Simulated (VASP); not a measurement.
# SbO5 (P6/mmm) in VASP: single point with PBE+D3(BJ)

Aim: the single point of SbO5 with PBE+D3(BJ).

All numbers are computed with VASP 6.6.1; they aren't measurements. Logs are shortened: lines on timing, memory, paths and dates and some standing lists are left out, and cuts for length are marked.

**1. The cell of the first run**

The structure is hexagonal, space group P6/mmm (No. 191). Conventional cell: a = 3.765 Å, b = 3.765 Å, c = 5.853 Å, α = 90.00°, β = 90.00°, γ = 120.00°. Within 2.9 Å of Sb (site symmetry 6/mmm) lie 6 O at 2.17 Å. Within 2.5 Å of O (site symmetry mmm) lie 4 O at 1.88 Å. O (site symmetry -6m2) has 3 Sb at 2.17 Å and 3 O at 2.17 Å within 2.9 Å.

**2. Single point, PBE+D3(BJ)**

Input file INCAR:

```
ALGO = Normal
EDIFF = 1E-6
ENCUT = 600
GGA = PE
GGA_COMPAT = False
ISIF = 2
ISMEAR = 0
IVDW = 12
LASPH = True
LCHARG = False
LREAL = False
LWAVE = False
NBANDS = 26
NELM = 120
PREC = Accurate
SIGMA = 0.1
```

Input file KPOINTS:

```
k-points
0
Gamma
  12 12 6
```

Input file POSCAR:

```
SbO5
1.0
    3.7651934885      0.0000000000      0.0000000000
   -1.8825967442      3.2607532112      0.0000000000
    0.0000000000      0.0000000000      5.8527503535
Sb O
1 5
Direct
    0.0000000000      0.0000000000      0.0000000000
    0.0000000000      0.5000000000      0.5000000000
    0.5000000000      0.5000000000      0.5000000000
    0.3333333333      0.6666666667      0.0000000000
    0.5000000000      0.0000000000      0.5000000000
    0.6666666667      0.3333333333      0.0000000000
```

Potentials or basis: VASP PAW PBE potentials, release 64 (Sb, O).

Run with:

```bash
> cat potpaw_PBE.64/Sb/POTCAR potpaw_PBE.64/O/POTCAR > POTCAR
> mpirun -np 1 vasp_std > vasp.out
```

OUTCAR:

```text
EDIFF = 1E-6
   ENCUT = 600
   GGA = PE
   ISIF = 2
   ISMEAR = 0
   IVDW = 12
   LASPH = True
   LREAL = False
   NELM = 120
   PREC = Accurate
 IVDW          = 12

 ion  position               nearest neighbor table
   1  0.000  0.000  0.000-   4 2.17   6 2.17   4 2.17   6 2.17   6 2.17   4 2.17
   2  0.000  0.500  0.500-   3 1.88   3 1.88   5 1.88   5 1.88
   3  0.500  0.500  0.500-   5 1.88   5 1.88   2 1.88   2 1.88
   4  0.333  0.667  0.000-   1 2.17   1 2.17   1 2.17
   5  0.500  0.000  0.500-   3 1.88   3 1.88   2 1.88   2 1.88
   6  0.667  0.333  0.000-   1 2.17   1 2.17   1 2.17

  LATTYP: Found a hexagonal cell.
 ALAT       =     3.7651934885
 C/A-ratio  =     1.5544354816

  Lattice vectors:

 A1 = (   3.7651934885,   0.0000000000,   0.0000000000)
 A2 = (  -1.8825967442,   3.2607532112,   0.0000000000)
 A3 = (   0.0000000000,   0.0000000000,   5.8527503535)

Analysis of symmetry for initial positions (statically):
=====================================================================
 Subroutine PRICEL returns:
 Original cell was already a primitive cell.

 Routine SETGRP: Setting up the symmetry group for a
 hexagonal supercell.

 Subroutine GETGRP returns: Found 24 space group operations
 (whereof 24 operations were pure point group operations)
 out of a pool of 24 trial point group operations.

The static configuration has the point symmetry D_6h.

Analysis of symmetry for dynamics (positions and initial velocities):
=====================================================================
 Subroutine PRICEL returns:
 Original cell was already a primitive cell.

 Routine SETGRP: Setting up the symmetry group for a
 hexagonal supercell.

 Subroutine GETGRP returns: Found 24 space group operations
 (whereof 24 operations were pure point group operations)
 out of a pool of 24 trial point group operations.

The dynamic configuration has the point symmetry D_6h.

 Subroutine INISYM returns: Found 24 space group operations
 (whereof 24 operations are pure point group operations),
 and found     1 'primitive' translations

----------------------------------------------------------------------------------------

                                     Primitive cell

  volume of cell :      71.8564

  direct lattice vectors                    reciprocal lattice vectors
     3.765193489  0.000000000  0.000000000     0.265590601  0.153338805  0.000000000
    -1.882596744  3.260753211  0.000000000     0.000000000  0.306677610  0.000000000
     0.000000000  0.000000000  5.852750354     0.000000000  0.000000000  0.170859842

  length of vectors
     3.765193489  3.765193488  5.852750354     0.306677610  0.306677610  0.170859842

  position of ions in fractional coordinates (direct lattice)
     0.000000000  0.000000000  0.000000000
     0.000000000  0.500000000  0.500000000
     0.500000000  0.500000000  0.500000000
     0.333333333  0.666666667  0.000000000
     0.500000000  0.000000000  0.500000000
     0.666666667  0.333333333  0.000000000

  ion indices of the primitive-cell ions
   primitive index   ion index
                 1           1
                 2           2
                 3           3
                 4           4
                 5           5
                 6           6

----------------------------------------------------------------------------------------

 KPOINTS: k-points

Automatic generation of k-mesh.
 Grid dimensions read from file:
 generate k-points for:   12   12    6

 Generating k-lattice:

  Cartesian coordinates                     Fractional coordinates (reciprocal lattice)
     0.022132550  0.012778234  0.000000000     0.083333333  0.000000000  0.000000000
     0.000000000  0.025556467  0.000000000     0.000000000  0.083333333  0.000000000
     0.000000000  0.000000000  0.028476640     0.000000000  0.000000000  0.166666667

  Length of vectors
     0.025556467  0.025556467  0.028476640

  Shift w.r.t. Gamma in fractional coordinates (k-lattice)
     0.000000000  0.000000000  0.000000000

 Subroutine IBZKPT returns following result:
 ===========================================

 Found     76 irreducible k-points:

 Following reciprocal coordinates:
            Coordinates               Weight
  0.000000  0.000000  0.000000      1.000000
  0.083333  0.000000  0.000000      6.000000
  0.166667  0.000000  0.000000      6.000000
  0.250000  0.000000  0.000000      6.000000
  0.333333  0.000000  0.000000      6.000000
  0.416667  0.000000  0.000000      6.000000
[... 16 lines left out ...]
  0.250000  0.000000  0.166667     12.000000
  0.333333  0.000000  0.166667     12.000000
 [... further k-points ...]
   k-points           NKPTS =     76   k-points in BZ     NKDIM =     76   number of bands    NBANDS=     26
   number of dos      NEDOS =    301   number of ions     NIONS =      6
   total plane-waves  NPLWV =  43200
   dimension x,y,z NGX =    30 NGY =   30 NGZ =   48
   dimension x,y,z NGXF=    60 NGYF=   60 NGZF=   96
   ions per type =               1   5
   NGX,Y,Z   is equivalent  to a cutoff of  13.25, 13.25, 13.63 a.u.
   NGXF,Y,Z  is equivalent  to a cutoff of  26.49, 26.49, 27.27 a.u.
 SYSTEM =  unknown system
   PREC   = accura    normal or accurate (medium, high low for compatibility)
   ISTART =      0    job   : 0-new  1-cont  2-samecut
   ICHARG =      2    charge: 1-file 2-atom 10-const
   ISPIN  =      1    spin polarized calculation?
   LNONCOLLINEAR =      F non collinear calculations
   LSORBIT =      F    spin-orbit coupling
   LASPH  =      T    aspherical Exc in radial PAW
   ENCUT  =  600.0 eV  44.10 Ry    6.64 a.u.   7.52  7.52 11.69*2*pi/ulx,y,z
   NELM   =    120;   NELMIN=  2; NELMDL= -5     # of ELM steps
   EDIFF  = 0.1E-05   stopping-criterion for ELM
   LREAL  =      F    real-space projection
   EDIFFG = 0.1E-04   stopping-criterion for IOM
   NSW    =      0    number of steps for IOM
   IBRION =     -1    ionic relax: 0-MD 1-quasi-New 2-CG
   NFREE  =      0    steps in history (QN), initial steepest desc. (CG)
   ISIF   =      2    stress and relaxation
   ISYM   =      2    0-nonsym 1-usesym 2-fastsym
   POTIM  = 0.5000    time-step for ionic-motion
   TEBEG  =    0.0;   TEEND  =   0.0 temperature during run
   PSTRESS=    0.0 pullay stress
   NELECT =      35.0000    total number of electrons
   NUPDOWN=      -1.0000    fix difference up-down
   EMIN   =  10.00;   EMAX   =-10.00  energy-range for DOS
   EFERMI =   0.00;   METHOD = LEGACY
   ISMEAR =     0;   SIGMA  =   0.10  broadening in eV -4-tet -1-fermi 0-gaus
   EFERMI_NEDOS =   21; number of points for ismear=-14 and -15
   IALGO  =     38    algorithm
   IMIX   =      4    mixing-type and parameters
     AMIX     =   0.40;   BMIX     =  1.00
     AMIX_MAG =   1.60;   BMIX_MAG =  1.00
  volume/ion in A,a.u.               =      11.98        80.82
  Fermi-wavevector in a.u.,A,eV,Ry     =   1.288079  2.434116 22.574066  1.659147
  Thomas-Fermi vector in A             =   2.420054
   LORBIT       =      0    0 simple, 1 ext, 2 COOP (PROOUT), +10 PAW based schemes
   GGA     = PE    functional components
   LHFCALC =     F    Hartree Fock is set to
   AEXX    =    0.0000 exact exchange contribution
   IVDW    =    12    specifies the selected vdW correction
   LEPSILON=     F    determine dielectric tensor
   LRPA    =     F    only Hartree local field effects (RPA)
 non-spin polarized calculation
 Gauss-broadening in eV      SIGMA  =   0.10
  energy-cutoff  :      600.00
  volume of cell :       71.86
 maximum number of plane-waves:      2424
   NGX = 15   NGY = 15   NGZ = 23

 number of electron      34.9999991 magnetization

 Free energy of the ion-electron system (eV)
  ---------------------------------------------------
  ext. energy  EPLUGINS =         0.00000000
  ---------------------------------------------------
  free energy    TOTEN  =       -24.42035515 eV

  energy without entropy =      -24.37280482  energy(sigma->0) =      -24.39657998

 E-fermi :   3.3833     XC(G=0): -10.3568

 val. band max:        3.3831537065   @ k =   0.3333   0.0833   0.1667
 cond. band min:       3.3855225412   @ k =   0.0833   0.0833   0.5000
 fundamental gap:      0.0023688346
 Fermi energy:         3.3832669485

 k-point     1 :       0.0000    0.0000    0.0000
  band No.  band energies     occupation
      1     -17.2998      2.00000
      2     -16.6266      2.00000
      3     -12.3447      2.00000
      4     -11.2713      2.00000
      5     -11.2713      2.00000
      6      -4.6099      2.00000
[... 18 lines left out ...]
     25      11.6797      0.00000
     26      15.8606      0.00000

 k-point     2 :       0.0833    0.0000    0.0000
  band No.  band energies     occupation
      1     -17.2419      2.00000
      2     -16.5683      2.00000
      3     -12.4092      2.00000
      4     -11.4709      2.00000
      5     -11.2914      2.00000
      6      -4.3766      2.00000
[... 18 lines left out ...]
     25      11.7373      0.00000
     26      15.7159      0.00000

 k-point     3 :       0.1667    0.0000    0.0000
  band No.  band energies     occupation
      1     -17.0708      2.00000
      2     -16.3961      2.00000
      3     -12.6036      2.00000
      4     -11.9835      2.00000
      5     -11.3454      2.00000
      6      -3.8102      2.00000
[... 572 lines left out ...]
 k-point    23 :       0.2500    0.0000    0.1667
  band No.  band energies     occupation
      1     -16.7820      2.00000
      2     -16.1359      2.00000
      3     -12.9282      2.00000
      4     -12.6420      2.00000
      5     -11.4167      2.00000
      6      -4.6632      2.00000
[... 18 lines left out ...]
     25      12.9742      0.00000
     26      15.0677      0.00000

 k-point    24 :       0.3333    0.0000    0.1667
  band No.  band energies     occupation
      1     -16.4241      2.00000
      2     -15.7784      2.00000
      3     -13.4425      2.00000
      4     -13.2260      2.00000
      5     -11.4858      2.00000
      6      -5.4297      2.00000
[... 18 lines left out ...]
     25      13.5881      0.00000
     26      14.7865      0.00000

 [... further k-points ...]

------------------------ aborting loop because EDIFF is reached ----------------------------------------

 Edisp (eV)   -0.91968

 E8    (eV) :    -0.3145

  FORCE on cell =-STRESS in cart. coord.  units (eV):
  Direction    XX          YY          ZZ          XY          YZ          ZX
  --------------------------------------------------------------------------------------
  -------------------------------------------------------------------------------------
  Total      -0.99374    -0.99374    -1.15604    -0.00000    -0.00000     0.00000
  in kB     -22.15741   -22.15741   -25.77615    -0.00000    -0.00000     0.00000
  external pressure =      -23.36 kB  Pullay stress =        0.00 kB

 VOLUME and BASIS-vectors are now :
 -----------------------------------------------------------------------------
  energy-cutoff  :      600.00
  volume of cell :       71.86
      direct lattice vectors                 reciprocal lattice vectors
     3.765193489  0.000000000  0.000000000     0.265590601  0.153338805  0.000000000
    -1.882596744  3.260753211  0.000000000     0.000000000  0.306677610  0.000000000
     0.000000000  0.000000000  5.852750354     0.000000000  0.000000000  0.170859842

 POSITION                                       TOTAL-FORCE (eV/Angst)
 -----------------------------------------------------------------------------------
      0.00000      0.00000      0.00000        -0.000000      0.000000      0.000000
     -0.94130      1.63038      2.92638        -0.000000      0.000000      0.000000
      0.94130      1.63038      2.92638        -0.000000      0.000000      0.000000
     -0.00000      2.17384      0.00000        -0.000000      0.000000      0.000000
      1.88260      0.00000      2.92638        -0.000000      0.000000      0.000000
      1.88260      1.08692      0.00000         0.000000      0.000000      0.000000
 -----------------------------------------------------------------------------------
    total drift:                               -0.000000      0.000000      0.000000

  FREE ENERGIE OF THE ION-ELECTRON SYSTEM (eV)
  ---------------------------------------------------
  free  energy   TOTEN  =       -25.3400310321 eV

  energy  without entropy=      -25.2924807011  energy(sigma->0) =      -25.31625587
```

Wall time 4.1 min (1 thread of Intel Xeon 8259CL, shared host); peak memory 0.3 GiB.

Results:

```
Free energy                : -25.3400 eV
Pressure                   : -2.3 GPa
Dispersion energy per atom : -0.153 eV
```

Stress tensor (GPa, compression positive):
```
-2.22  0.00  0.00
 0.00 -2.22  0.00
 0.00  0.00 -2.58
```

Caveat: spin-orbit coupling is left out, which moves the levels of the heavy elements; an odd number of electrons without spin polarisation forces a metal; a magnetic or distorted state may lie lower; pairwise dispersion overbinds metals, which lowers pressure and volume.
